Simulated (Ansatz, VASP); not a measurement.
## One calculation of Sn, two programs

```
Sn
1.0
     0.00000    3.27107    3.27107
     3.27107    0.00000    3.27107
     3.27107    3.27107    0.00000
Sn
2
Direct
  0.87500 0.87500 0.87500
  0.12500 0.12500 0.12500
```

Alike in both runs: task single point; functional PBEsol; k mesh 8 × 8 × 8; occupations fermi-dirac, width 0.05 eV; no spin polarisation.

```csv
,VASP,Ansatz
version,VASP 6.6.1,Ansatz 0.2.0
potentials or method,"VASP PAW PBE potentials, release 64 (Sn_d), cutoff 520 eV","all-electron LAPW, scalar-relativistic"
```

Ansatz gave:

```
pressure (GPa) : 0.0
```

Question: Estimate VASP's values.

Answer: Pressure (GPa): -0.1.

VASP's potentials were made for PBE, not for PBEsol. Ansatz ran all-electron here, and VASP with PAW potentials.
